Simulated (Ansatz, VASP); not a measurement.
**One calculation of Sn, two programs**

File INCAR:

```
SYSTEM = Sn
ALGO = Normal ; EDIFF = 1E-8
ENCUT = 520 ; GGA = CA
ISIF = 2 ; ISMEAR = -1
KPAR = 4 ; LASPH = .True.
LCHARG = .False. ; LEFG = .True.
LREAL = .False. ; LWAVE = .False.
NBANDS = 21 ; NELM = 60
PREC = Accurate ; SIGMA = 0.05
```

KPOINTS

```
k-points
0
Gamma
  15 15 15
  0 0 0
```

The input POSCAR:

```
Sn
1.0
   -2.8933175000      2.9092240000      1.5906500000
    2.9092240000     -2.8933175000      1.5906500000
    2.9224760000      2.9224760000     -1.5614915000
Sn
2
Direct
    0.0000000000      0.0000000000      0.0000000000
    0.7500000000      0.2500000000      0.5000000000
```

Input for Ansatz:

```yaml
crystal:
  lattice:
    - [-2.8933175, 2.909224, 1.59065]
    - [2.909224, -2.8933175, 1.59065]
    - [2.922476, 2.922476, -1.5614915]
  atoms:
    - { symbol: Sn, position: [0.0, 0.0, 0.0] }
    - { symbol: Sn, position: [0.75, 0.25, 0.5] }
kpoints:
  mp_grid: { grid: [15, 15, 15] }
scf:
  occupations: { method: fermi_dirac, width: 0.05 }
hamiltonian:
  xc: lda
  pseudopotentials: { kind: all_electron, datasets: crystal }
output:
  forces: true
  stress: true
  eigenvalues: true
  efg: { contact_densities: true }
```

Change from the starting cell: equal xy, yz and zx shear strains of +1 %, crystal datasets.

Alike in both runs: task electric field gradients; functional LDA; k mesh 15 × 15 × 15; occupations fermi-dirac, width 0.05 eV; no spin polarisation.

|  | VASP | Ansatz |
| --- | --- | --- |
| version | VASP 6.6.1 | Ansatz 0.2.0 |
| potentials or method | VASP PAW LDA potentials, release 64 (Sn_d), cutoff 520 eV | all-electron PAW with datasets made for the crystal, scalar-relativistic |

```tsv
	VASP	Ansatz	Ansatz less VASP
pressure (GPa)	-1.8	-1.8	+0.02
traceless stress, the component that is largest in VASP (GPa)	-0.63	-0.64	-0.009
rms of the force components (eV/Å)	0.016	0.016	-0.0001
size of Vzz on the site where it differs most (V/Å²)	45.2	45.9	+0.72
```

LDA's correlation is that of Perdew and Zunger in VASP and of Perdew and Wang (1992) in Ansatz. Atom by atom the forces differ by 0.000 eV/Å (rms over components). Ansatz ran all-electron here, and VASP with PAW potentials.
